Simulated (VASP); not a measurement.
# Se (R-3m) in VASP: notebook

Se is run at these levels: r2SCAN; tasks: single point.

Everything below comes from runs of VASP 6.6.1. Logs are shortened: lines on timing, memory, paths and dates and some standing lists are left out, and cuts for length are marked.

### 1 The cell of the first run

Symmetry: R-3m, No. 166, trigonal system. The conventional cell has a = 3.919 Å, b = 3.919 Å, c = 4.570 Å, α = 90.00°, β = 90.00°, γ = 120.00°. Se (site symmetry -3m) has 6 Se at 2.73 Å within 3.6 Å.

### 2 Single point, r2SCAN (20.26 Å³/atom)

POSCAR reads:

```
Se
1.0
    1.9593142635      1.1312106175      1.5232581922
   -1.9593142635      1.1312106175      1.5232581922
    0.0000000000     -2.2624212350      1.5232581922
Se
1
Direct
    0.0000000000      0.0000000000      0.0000000000
```

INCAR.step1 reads:

```
SYSTEM = Se
ALGO     = Normal         ! electronic algorithm
EDIFF    = 1E-4           ! SCF threshold, eV
ENCUT    = 520            ! plane-wave cutoff, eV
GGA      = PE             ! functional
ISMEAR   = 0              ! smearing method
LASPH    = .TRUE.         ! aspherical terms in the spheres
LCHARG   = .FALSE.        ! write CHGCAR
LREAL    = .FALSE.        ! projectors in reciprocal space
LWAVE    = .TRUE.         ! write WAVECAR
NBANDS   = 9              ! bands
NELM     = 60             ! most SCF steps
PREC     = Accurate       ! precision mode
SIGMA    = 0.1            ! smearing width, eV
```

INCAR.step2 reads:

```
SYSTEM = Se
ALGO     = Normal         ! electronic algorithm
EDIFF    = 1E-7           ! SCF threshold, eV
ENCUT    = 520            ! plane-wave cutoff, eV
ISIF     = 2              ! what is computed and relaxed
ISMEAR   = 0              ! smearing method
ISTART   = 1            
LASPH    = .TRUE.         ! aspherical terms in the spheres
LCHARG   = .FALSE.        ! write CHGCAR
LMIXTAU  = .TRUE.       
LREAL    = .FALSE.        ! projectors in reciprocal space
LWAVE    = .FALSE.        ! write WAVECAR
METAGGA  = R2SCAN         ! meta-GGA
NBANDS   = 9              ! bands
NELM     = 60             ! most SCF steps
PREC     = Accurate       ! precision mode
SIGMA    = 0.1            ! smearing width, eV
```

KPOINTS reads:

```
k-points
0
G
  15 15 15
  0 0 0
```

Potentials or basis: VASP PAW PBE potentials, release 64 (Se).

Command:

```console
$ cat potpaw_PBE.64/Se/POTCAR > POTCAR
$ cp INCAR.step1 INCAR
$ mpirun -np 1 vasp_std > vasp.out
$ cp INCAR.step2 INCAR
$ mpirun -np 1 vasp_std > vasp.out
```

OUTCAR:

```text
SYSTEM = Se
   EDIFF = 1E-7
   ENCUT = 520
   ISIF = 2
   ISMEAR = 0
   ISTART = 1
   LASPH = .TRUE.
   LREAL = .FALSE.
   METAGGA = R2SCAN
   NELM = 60
   PREC = Accurate

 ion  position               nearest neighbor table
   1  0.000  0.000  0.000-

  LATTYP: Found a trigonal (rhomboedric) cell.
 ALAT       =     2.7274283427
 COS(alpha) =    -0.0321230981

  Lattice vectors:

 A1 = (   1.9593142635,   1.1312106175,   1.5232581922)
 A2 = (  -1.9593142635,   1.1312106175,   1.5232581922)
 A3 = (   0.0000000000,  -2.2624212350,   1.5232581922)

Analysis of symmetry for initial positions (statically):
=====================================================================
 Subroutine PRICEL returns:
 Original cell was already a primitive cell.

 Routine SETGRP: Setting up the symmetry group for a
 trigonal (rhombohedral) supercell.

 Subroutine GETGRP returns: Found 12 space group operations
 (whereof 12 operations were pure point group operations)
 out of a pool of 12 trial point group operations.

The static configuration has the point symmetry D_3d.

Analysis of symmetry for dynamics (positions and initial velocities):
=====================================================================
 Subroutine PRICEL returns:
 Original cell was already a primitive cell.

 Routine SETGRP: Setting up the symmetry group for a
 trigonal (rhombohedral) supercell.

 Subroutine GETGRP returns: Found 12 space group operations
 (whereof 12 operations were pure point group operations)
 out of a pool of 12 trial point group operations.

The dynamic configuration has the point symmetry D_3d.

 Subroutine INISYM returns: Found 12 space group operations
 (whereof 12 operations are pure point group operations),
 and found     1 'primitive' translations

----------------------------------------------------------------------------------------

                                     Primitive cell

  volume of cell :      20.2569

  direct lattice vectors                    reciprocal lattice vectors
     1.959314264  1.131210618  1.523258192     0.255191323  0.147334779  0.218829175
    -1.959314264  1.131210618  1.523258192    -0.255191323  0.147334779  0.218829175
     0.000000000 -2.262421235  1.523258192     0.000000000 -0.294669559  0.218829175

  length of vectors
     2.727428343  2.727428343  2.727428343     0.367037269  0.367037269  0.367037269

  position of ions in fractional coordinates (direct lattice)
     0.000000000  0.000000000  0.000000000

  ion indices of the primitive-cell ions
   primitive index   ion index
                 1           1

----------------------------------------------------------------------------------------

 KPOINTS: k-points

Automatic generation of k-mesh.
 Grid dimensions read from file:
 generate k-points for:   15   15   15

 Generating k-lattice:

  Cartesian coordinates                     Fractional coordinates (reciprocal lattice)
     0.017012755  0.009822319  0.014588612     0.066666667 -0.000000000 -0.000000000
    -0.017012755  0.009822319  0.014588612    -0.000000000  0.066666667 -0.000000000
     0.000000000 -0.019644637  0.014588612    -0.000000000 -0.000000000  0.066666667

  Length of vectors
     0.024469151  0.024469151  0.024469151

  Shift w.r.t. Gamma in fractional coordinates (k-lattice)
     0.000000000  0.000000000  0.000000000

 Subroutine IBZKPT returns following result:
 ===========================================

 Found    344 irreducible k-points:

 Following reciprocal coordinates:
            Coordinates               Weight
  0.000000  0.000000  0.000000      1.000000
  0.066667  0.000000  0.000000      6.000000
  0.133333  0.000000  0.000000      6.000000
  0.200000 -0.000000  0.000000      6.000000
  0.266667  0.000000  0.000000      6.000000
  0.333333  0.000000  0.000000      6.000000
[... 16 lines left out ...]
  0.133333  0.133333  0.000000      6.000000
  0.200000  0.133333  0.000000     12.000000
 [... further k-points ...]
   k-points           NKPTS =    344   k-points in BZ     NKDIM =    344   number of bands    NBANDS=      9
   number of dos      NEDOS =    301   number of ions     NIONS =      1
   total plane-waves  NPLWV =   8000
   dimension x,y,z NGX =    20 NGY =   20 NGZ =   20
   dimension x,y,z NGXF=    40 NGYF=   40 NGZF=   40
   ions per type =               1
   NGX,Y,Z   is equivalent  to a cutoff of  12.19, 12.19, 12.19 a.u.
   NGXF,Y,Z  is equivalent  to a cutoff of  24.38, 24.38, 24.38 a.u.
 SYSTEM =  Se
   PREC   = accura    normal or accurate (medium, high low for compatibility)
   ISTART =      1    job   : 0-new  1-cont  2-samecut
   ICHARG =      0    charge: 1-file 2-atom 10-const
   ISPIN  =      1    spin polarized calculation?
   LNONCOLLINEAR =      F non collinear calculations
   LSORBIT =      F    spin-orbit coupling
   LASPH  =      T    aspherical Exc in radial PAW
   ENCUT  =  520.0 eV  38.22 Ry    6.18 a.u.   5.07  5.07  5.07*2*pi/ulx,y,z
[... 46 lines left out ...]

  energy without entropy =      -14.00857259  energy(sigma->0) =      -14.00950147

 E-fermi :   5.9116     XC(G=0): -10.9649

 val. band max:        5.9063232033   @ k =  -0.1333   0.1333   0.1333
 cond. band min:       5.9160704055   @ k =  -0.2667   0.4000   0.2000
 fundamental gap:      0.0097472022
 Fermi energy:         5.9115966644

 k-point     1 :       0.0000    0.0000    0.0000
  band No.  band energies     occupation
      1     -11.9302      2.00000
      2       7.3319      0.00000
      3       7.6505      0.00000
      4       7.6505      0.00000
      5      13.9038      0.00000
      6      13.9038      0.00000
      7      15.3022      0.00000
      8      29.9702      0.00000
      9      30.1586      0.00000

 k-point     2 :       0.0667    0.0000    0.0000
  band No.  band energies     occupation
      1     -11.8542      2.00000
      2       6.6682      0.00000
      3       7.5210      0.00000
      4       7.7108      0.00000
      5      13.9754      0.00000
      6      14.5165      0.00000
      7      15.7755      0.00000
      8      28.6078      0.00000
      9      28.7711      0.00000

 k-point     3 :       0.1333    0.0000    0.0000
  band No.  band energies     occupation
      1     -11.6295      2.00000
      2       4.9249      2.00000
      3       7.6791      0.00000
      4       7.8869      0.00000
      5      14.1868      0.00000
      6      15.1009      0.00000
      7      17.6252      0.00000
      8      26.6345      0.00000
      9      26.8096      0.00000

 k-point     4 :       0.2000   -0.0000    0.0000
  band No.  band energies     occupation
      1     -11.2666      2.00000
      2       3.0127      2.00000
      3       7.9520      0.00000
      4       8.1630      0.00000
      5      14.5256      0.00000
      6      15.5937      0.00000
      7      20.0323      0.00000
      8      24.8127      0.00000
      9      24.9550      0.00000

 k-point     5 :       0.2667    0.0000    0.0000
  band No.  band energies     occupation
      1     -10.7885      2.00000
      2       1.2035      2.00000
      3       8.2972      0.00000
      4       8.5094      0.00000
      5      14.9657      0.00000
      6      16.2065      0.00000
      7      21.8421      0.00000
      8      23.3287      0.00000
      9      23.4470      0.00000

 k-point     6 :       0.3333    0.0000    0.0000
  band No.  band energies     occupation
      1     -10.2415      2.00000
      2      -0.3756      2.00000
      3       8.6648      0.00000
      4       8.8780      0.00000
      5      15.4565      0.00000
      6      16.9654      0.00000
      7      21.4050      0.00000
      8      22.0119      0.00000
      9      22.8663      0.00000
[... 169 lines left out ...]
 k-point    21 :      -0.1333    0.0667    0.0000
  band No.  band energies     occupation
      1     -11.5612      2.00000
      2       5.0307      2.00000
      3       7.0204      0.00000
      4       7.8504      0.00000
      5      14.5505      0.00000
      6      15.6738      0.00000
      7      17.6026      0.00000
      8      25.0447      0.00000
      9      26.7852      0.00000

 k-point    22 :      -0.0667    0.0667    0.0000
  band No.  band energies     occupation
      1     -11.7822      2.00000
      2       6.6251      0.00000
      3       6.9457      0.00000
      4       7.6814      0.00000
      5      14.2854      0.00000
      6      15.0123      0.00000
      7      16.0042      0.00000
      8      26.9678      0.00000
      9      28.5287      0.00000

 k-point    23 :       0.1333    0.1333    0.0000
  band No.  band energies     occupation
      1     -11.3137      2.00000
      2       5.0370      2.00000
      3       5.1585      2.00000
      4       8.0257      0.00000
      5      14.9481      0.00000
      6      17.7836      0.00000
      7      18.0906      0.00000
      8      24.6903      0.00000
      9      26.5585      0.00000

 k-point    24 :       0.2000    0.1333    0.0000
  band No.  band energies     occupation
      1     -10.9441      2.00000
      2       3.1892      2.00000
      3       5.3750      2.00000
      4       8.3007      0.00000
      5      15.3531      0.00000
      6      18.1977      0.00000
      7      20.1328      0.00000
      8      23.2111      0.00000
      9      25.0789      0.00000

 [... further k-points ...]
[... 5 lines left out ...]
  --------------------------------------------------------------------------------------
  -------------------------------------------------------------------------------------
  Total        1.0952096      1.0952096      1.0919608      0.0000000      0.0000000      0.0000000
  in kB       86.6234509     86.6234509     86.3664906      0.0000000      0.0000000      0.0000000
  external PRESSURE =      86.5377974 kB  Pullay stress =       0.0000000 kB

 VOLUME and BASIS-vectors are now :
 -----------------------------------------------------------------------------
  energy-cutoff  :      520.00
  volume of cell :       20.26
      direct lattice vectors                 reciprocal lattice vectors
     1.959314264  1.131210618  1.523258192     0.255191323  0.147334779  0.218829175
    -1.959314264  1.131210618  1.523258192    -0.255191323  0.147334779  0.218829175
     0.000000000 -2.262421235  1.523258192     0.000000000 -0.294669559  0.218829175

 POSITION                                       TOTAL-FORCE (eV/Angst)
 -----------------------------------------------------------------------------------
      0.00000      0.00000      0.00000        -0.000000      0.000000      0.000000
 -----------------------------------------------------------------------------------
    total drift:                               -0.000000     -0.000000      0.000000

  FREE ENERGIE OF THE ION-ELECTRON SYSTEM (eV)
  ---------------------------------------------------
  free  energy   TOTEN  =       -14.0104303447 eV

  energy  without entropy=      -14.0085725926  energy(sigma->0) =      -14.00950147
```

Run time: 1.8 min. Hardware: 1 thread of Intel Xeon Platinum 8259CL at 2.50GHz (Skylake/Cascade Lake), shared host; peak memory 0.17 GiB.

What came out:

```yaml
Free_energy: -14.0104 eV
Pressure: 8.7 GPa
Band_gap_on_the_k_mesh: zero (bands 3 and 4 overlap by 6.91 eV)
```

Caveat: the cell stands under pressure; the PAW data sets were made with another functional, which shifts forces and pressure a little.

### 3 Single point, r2SCAN (20.92 Å³/atom)

This run uses another cell than the first one, of 20.92 Å³/atom.

POSCAR reads:

```
Se
1.0
    1.9704652320      1.1376486321      1.5557171212
   -1.9704652320      1.1376486321      1.5557171212
    0.0000000000     -2.2752972643      1.5557171212
Se
1
Direct
    0.0000000000      0.0000000000      0.0000000000
```

INCAR.step1 reads:

```
SYSTEM = Se
ALGO = Normal
EDIFF = 1E-4
ENCUT = 520
GGA = PE
ISMEAR = 0
LASPH = .TRUE.
LCHARG = .FALSE.
LREAL = .FALSE.
LWAVE = .TRUE.
NBANDS = 9
NELM = 60
PREC = Accurate
SIGMA = 0.1
```

INCAR.step2 reads:

```
SYSTEM = Se
ALGO = Normal
EDIFF = 1E-7
ENCUT = 520
ISIF = 2
ISMEAR = 0
ISTART = 1
LASPH = .TRUE.
LCHARG = .TRUE.
LELF = .TRUE.
LMIXTAU = .TRUE.
LREAL = .FALSE.
LVHAR = .TRUE.
LWAVE = .FALSE.
METAGGA = R2SCAN
NBANDS = 9
NELM = 60
PREC = Accurate
SIGMA = 0.1
```

KPOINTS is that of step 2.

Potentials or basis: VASP PAW PBE potentials, release 64 (Se).

Command:

```console
$ cat potpaw_PBE.64/Se/POTCAR > POTCAR
$ cp INCAR.step1 INCAR
$ mpirun -np 1 vasp_std > vasp.out
$ cp INCAR.step2 INCAR
$ mpirun -np 1 vasp_std > vasp.out
```

Run time: 1.8 min. Hardware: 1 thread of Intel Xeon Platinum 8259CL at 2.50GHz (Skylake/Cascade Lake), shared host; peak memory 0.18 GiB.

Results (log left out):

```
Free energy            : -14.0394 eV
Pressure               : 5.3 GPa
Band gap on the k mesh : zero (bands 3 and 4 overlap by 6.79 eV)
```

Levels at points of the mesh, in eV from the Fermi level:
| k point | band 1 | band 2 | band 3 | band 4 | band 5 | band 6 | band 7 |
| --- | --- | --- | --- | --- | --- | --- | --- |
| (0.00, 0.00, 0.00) | -17.51 | 1.43 | 1.64 | 1.64 | 8.05 | 8.05 | 9.17 |

Caveat: the cell stands under pressure; the PAW data sets were made with another functional, which shifts forces and pressure a little.

### 4 Single point, r2SCAN (21.59 Å³/atom)

This run uses another cell than the first one, of 21.59 Å³/atom.

POSCAR reads:

```
Se
1.0
    1.9802332922      1.1432882243      1.5895688706
   -1.9802332922      1.1432882243      1.5895688706
    0.0000000000     -2.2865764487      1.5895688706
Se
1
Direct
    0.0000000000      0.0000000000      0.0000000000
```

INCAR.step1 reads:

```
PREC     = Accurate       # precision mode
ENCUT    = 520            # plane-wave cutoff, eV
ISMEAR   = 0              # smearing method
SIGMA    = 0.1            # smearing width, eV
LREAL    = F              # projectors in reciprocal space
LASPH    = T              # aspherical terms in the spheres
NELM     = 100            # most SCF steps
NBANDS   = 9              # bands
GGA      = PE             # functional
ALGO     = Normal         # electronic algorithm
EDIFF    = 1E-4           # SCF threshold, eV
LWAVE    = T              # write WAVECAR
LCHARG   = F              # write CHGCAR
```

INCAR.step2 reads:

```
PREC     = Accurate       # precision mode
ENCUT    = 520            # plane-wave cutoff, eV
EDIFF    = 1E-6           # SCF threshold, eV
ISMEAR   = 0              # smearing method
SIGMA    = 0.1            # smearing width, eV
LREAL    = F              # projectors in reciprocal space
LASPH    = T              # aspherical terms in the spheres
NELM     = 100            # most SCF steps
ALGO     = Normal         # electronic algorithm
ISIF     = 2              # what is computed and relaxed
LWAVE    = F              # write WAVECAR
LCHARG   = F              # write CHGCAR
METAGGA  = R2SCAN         # meta-GGA
LMIXTAU  = T            
NBANDS   = 9              # bands
ISTART   = 1
```

KPOINTS reads:

```
regular mesh
0
Gamma
  15 15 15
```

Command:

```console
$ cat potpaw_PBE.64/Se/POTCAR > POTCAR
$ cp INCAR.step1 INCAR
$ mpirun -np 1 vasp_std > vasp.out
$ cp INCAR.step2 INCAR
$ mpirun -np 1 vasp_std > vasp.out
```

Wall time 1.7 min (1 thread of Intel Xeon Platinum 8259CL at 2.50GHz (Skylake/Cascade Lake), shared host); peak memory 0.19 GiB.

Results (log left out):

```yaml
Free_energy: -14.0552 eV
Pressure: 2.4 GPa
Band_gap_on_the_k_mesh: zero (bands 3 and 4 overlap by 6.69 eV)
```

Stress tensor (GPa, compression positive):
```
2.46 0.00 0.00
0.00 2.46 0.00
0.00 0.00 2.35
```

Levels at points of the mesh, in eV from the Fermi level:
| k point | band 1 | band 2 | band 3 | band 4 | band 5 | band 6 | band 7 |
| --- | --- | --- | --- | --- | --- | --- | --- |
| (0.00, 0.00, 0.00) | -17.21 | 1.44 | 1.54 | 1.54 | 8.10 | 8.10 | 8.96 |

Caveat: the PAW data sets were made with another functional, which shifts forces and pressure a little.

### 5 Single point, r2SCAN (22.93 Å³/atom)

This run uses another cell than the first one, of 22.93 Å³/atom.

POSCAR reads:

```
Se
1.0
    2.0126250275      1.1619896014      1.6339991156
   -2.0126250275      1.1619896014      1.6339991156
    0.0000000000     -2.3239792028      1.6339991156
Se
1
Direct
    0.0000000000      0.0000000000      0.0000000000
```

INCAR.step1 reads:

```
SYSTEM = Se
PREC     = Accurate       ! precision mode
ENCUT    = 520            ! plane-wave cutoff, eV
ISMEAR   = 0              ! smearing method
SIGMA    = 0.1            ! smearing width, eV
LREAL    = .FALSE.        ! projectors in reciprocal space
LASPH    = .TRUE.         ! aspherical terms in the spheres
NELM     = 60             ! most SCF steps
NBANDS   = 9              ! bands
GGA      = PE             ! functional
ALGO     = Normal         ! electronic algorithm
EDIFF    = 1E-4           ! SCF threshold, eV
LWAVE    = .TRUE.         ! write WAVECAR
LCHARG   = .FALSE.        ! write CHGCAR
```

INCAR.step2 reads:

```
SYSTEM = Se
PREC     = Accurate       ! precision mode
ENCUT    = 520            ! plane-wave cutoff, eV
EDIFF    = 1E-6           ! SCF threshold, eV
ISMEAR   = 0              ! smearing method
SIGMA    = 0.1            ! smearing width, eV
LREAL    = .FALSE.        ! projectors in reciprocal space
LASPH    = .TRUE.         ! aspherical terms in the spheres
NELM     = 60             ! most SCF steps
ALGO     = Normal         ! electronic algorithm
ISIF     = 2              ! what is computed and relaxed
LWAVE    = .FALSE.        ! write WAVECAR
LCHARG   = .FALSE.        ! write CHGCAR
METAGGA  = R2SCAN         ! meta-GGA
LMIXTAU  = .TRUE.       
NBANDS   = 9              ! bands
ISTART   = 1
```

KPOINTS reads:

```
Automatic mesh
0
G
  15 15 15
  0 0 0
```

Command:

```console
$ cat potpaw_PBE.64/Se/POTCAR > POTCAR
$ cp INCAR.step1 INCAR
$ mpirun -np 1 vasp_std > vasp.out
$ cp INCAR.step2 INCAR
$ mpirun -np 1 vasp_std > vasp.out
```

It took 1.8 min on 1 thread of Intel Xeon Platinum 8259CL at 2.50GHz (Skylake/Cascade Lake), shared host; peak memory 0.19 GiB.

Results (log left out):

```
Free energy            : -14.0553 eV
Pressure               : -2.2 GPa
Band gap on the k mesh : zero (bands 3 and 4 overlap by 6.28 eV)
```

Levels at points of the mesh, in eV from the Fermi level:
```tsv
k point	band 1	band 2	band 3	band 4	band 5	band 6	band 7
(0.00, 0.00, 0.00)	-16.62	1.40	1.44	1.44	8.24	8.24	8.61
```

Caveat: the PAW data sets were made with another functional, which shifts forces and pressure a little.

### 6 Summary

```csv
cell,gap on the mesh (eV),pressure (GPa)
"a = 2.727 Å, angles 91.8°, 1 atom",none,8.7
"a = 2.756 Å, angles 91.3°, 1 atom",none,5.3
"a = 2.785 Å, angles 90.6°, 1 atom",none,2.4
"a = 2.841 Å, angles 90.2°, 1 atom",none,-2.2
```

Alike in all rows: task single point; level r2SCAN; potentials or basis VASP PAW PBE potentials, release 64 (Se); no spin polarisation; k mesh 15 × 15 × 15; cutoff (eV) 520; smearing gaussian 0.1 eV.

Caveats: the PAW data sets were made with another functional, which shifts forces and pressure a little; the cell stands under pressure (at least some runs).

Absolute energies hang on the potentials; compare differences alone.

The gap in the log of VASP goes by the Fermi energy; the results here count the filled bands.